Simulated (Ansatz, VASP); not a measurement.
# MgS: VASP beside Ansatz

The input POSCAR:

```
MgS
1.0
    0.0000000000      2.6015177400      2.6015177400
    2.4558327466      0.0000000000      2.6015177400
    2.4558327466      2.6015177400      0.0000000000
Mg S
1 1
Direct
    0.0000000000      0.0000000000      0.0000000000
    0.5000000000      0.5000000000      0.5000000000
```

The input INCAR.step1:

```
PREC     = Accurate       # precision mode
ENCUT    = 520            # plane-wave cutoff, eV
ISMEAR   = 0              # smearing method
SIGMA    = 0.01           # smearing width, eV
LREAL    = False          # projectors in reciprocal space
LASPH    = True           # aspherical terms in the spheres
NELM     = 100            # most SCF steps
NBANDS   = 11             # bands
GGA      = PE             # functional
ALGO     = Normal         # electronic algorithm
EDIFF    = 1E-4           # SCF threshold, eV
LWAVE    = True           # write WAVECAR
LCHARG   = False          # write CHGCAR
```

The input INCAR.step2:

```
PREC     = Accurate       # precision mode
ENCUT    = 520            # plane-wave cutoff, eV
EDIFF    = 1E-6           # SCF threshold, eV
ISMEAR   = 0              # smearing method
SIGMA    = 0.01           # smearing width, eV
LREAL    = False          # projectors in reciprocal space
LASPH    = True           # aspherical terms in the spheres
NELM     = 100            # most SCF steps
ALGO     = Normal         # electronic algorithm
ISIF     = 2              # what is computed and relaxed
LWAVE    = False          # write WAVECAR
LCHARG   = False          # write CHGCAR
METAGGA  = R2SCAN         # meta-GGA
LMIXTAU  = True         
NBANDS   = 11             # bands
ISTART   = 1
```

Contents of KPOINTS:

```
regular mesh
0
Gamma
  8 8 8
```

Input for Ansatz:

```yaml
crystal:
  lattice:
    - [0.0, 2.60151774, 2.60151774]
    - [2.4558327466, 0.0, 2.60151774]
    - [2.4558327466, 2.60151774, 0.0]
  atoms:
    - { symbol: Mg, position: [0.0, 0.0, 0.0] }
    - { symbol: S, position: [0.5, 0.5, 0.5] }
kpoints:
  mp_grid: { grid: [8, 8, 8] }
  band_path:
    path:
      - [0.0, 0.0, 0.0]
      - [0.5, 0.0, 0.5]
      - [0.625, 0.25, 0.625]
      - [0.375, 0.375, 0.75]
      - [0.5, 0.5, 0.5]
      - [0.5, 0.25, 0.75]
      - [0.0, 0.5, 0.5]
    npoints: 1
hamiltonian:
  xc: r2scan
scf:
  occupations: { method: fixed }
  n_extra_bands: 4
output:
  forces: true
  stress: true
  eigenvalues: true
```

Change from the starting cell: uniaxial_x strain -5.6%.

Alike in both runs: task single point; functional r2SCAN; k mesh 8 × 8 × 8; no spin polarisation.

```csv
,VASP,Ansatz
version,VASP 6.6.1,Ansatz 0.2.0
potentials or method,"VASP PAW PBE potentials, release 64 (Mg, S)","plane waves, PAW"
plane-wave cutoff (eV),520,500
occupations,"gaussian, width 0.01 eV",fixed
valence electrons in the cell,8,16
```

Ansatz gave:

```
gap on the k mesh at the Fermi level (eV)                     : 3.31
pressure (GPa)                                                : 5.8
traceless stress, the component that is largest in VASP (GPa) : 6.09
```

**Question.** Which values does VASP return?

**Answer.** gap on the k mesh at the Fermi level (eV): 3.29; pressure (GPa): 5.3; traceless stress, the component that is largest in VASP (GPa): 6.04.

VASP's potentials were made for PBE, not for r2SCAN. VASP's potentials hold 8 valence electrons a cell and Ansatz's 16, so a difference there can come from the potentials and not from the codes.
